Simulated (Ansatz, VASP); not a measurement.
**AlN in VASP and in Ansatz**

File INCAR:

```
PREC = Accurate
ENCUT = 520
EDIFF = 1E-6
ISMEAR = 0
SIGMA = 0.05
LREAL = False
LASPH = True
NELM = 100
ALGO = Normal
ISIF = 2
LWAVE = False
LCHARG = False
NBANDS = 26
```

Contents of KPOINTS:

```
regular mesh
0
Gamma
  8 6 4
```

The input POSCAR:

```
AlN
1.0
   -1.6378403119      2.8368226349      0.0000000000
    0.0000000000      0.0000000000      4.1006264518
    4.9135209358      2.8368226349      0.0000000000
Al N
4 4
Direct
    0.5138557922      0.7500000000      0.1965217496
    1.0000000000      0.7500000000      0.6666666667
    0.0000000000      0.2500000000      0.3333333333
    0.5000000000      0.2500000000      0.8333333333
    0.5000000000      0.2500000000      0.1666666667
    1.0000000000      0.2500000000      0.6666666667
    0.0000000000      0.7500000000      0.3333333333
    0.5000000000      0.7500000000      0.8333333333
```

Input for Ansatz:

```yaml
crystal:
  lattice:
    - [-1.6378403119, 2.8368226349, 0.0]
    - [0.0, 0.0, 4.1006264518]
    - [4.9135209358, 2.8368226349, 0.0]
  atoms:
    - { symbol: Al, position: [0.5138557922, 0.75, 0.1965217496] }
    - { symbol: Al, position: [1.0, 0.75, 0.6666666667] }
    - { symbol: Al, position: [0.0, 0.25, 0.3333333333] }
    - { symbol: Al, position: [0.5, 0.25, 0.8333333333] }
    - { symbol: "N", position: [0.5, 0.25, 0.1666666667] }
    - { symbol: "N", position: [1.0, 0.25, 0.6666666667] }
    - { symbol: "N", position: [0.0, 0.75, 0.3333333333] }
    - { symbol: "N", position: [0.5, 0.75, 0.8333333333] }
basis:
  ecutwfc: 420
kpoints:
  mp_grid: { grid: [8, 6, 4] }
hamiltonian:
  xc: lda
  pseudopotentials: { kind: paw, azcp: { folder: soft_1 } }
scf:
  occupations: { method: gaussian, width: 0.05 }
output:
  forces: true
  stress: true
  eigenvalues: true
```

Alike in both runs: task single point; functional LDA; k mesh 8 × 6 × 4; occupations gaussian, width 0.05 eV; no spin polarisation.

|  | VASP | Ansatz |
| --- | --- | --- |
| version | VASP 6.6.1 | Ansatz 0.2.0 |
| potentials or method | VASP PAW LDA potentials, release 64 (Al, N), cutoff 520 eV | scalar-relativistic, plane waves, PAW |
| valence electrons in the cell | 32 | 32 |

```tsv
	VASP	Ansatz	Ansatz less VASP
gap on the k mesh at the Fermi level (eV)	3.40	3.40	-0.004
least direct gap on the mesh (eV)	3.40	3.40	-0.004
pressure (GPa)	1.9	1.2	-0.67
traceless stress, the component that is largest in VASP (GPa)	4.19	4.00	-0.186
rms of the force components (eV/Å)	0.835	0.825	-0.0102
```

Ansatz warns that its potentials were made for another functional, while VASP's fit it. LDA's correlation is that of Perdew and Zunger in VASP and of Perdew and Wang (1992) in Ansatz. Atom by atom the forces differ by 0.012 eV/Å (rms over components).
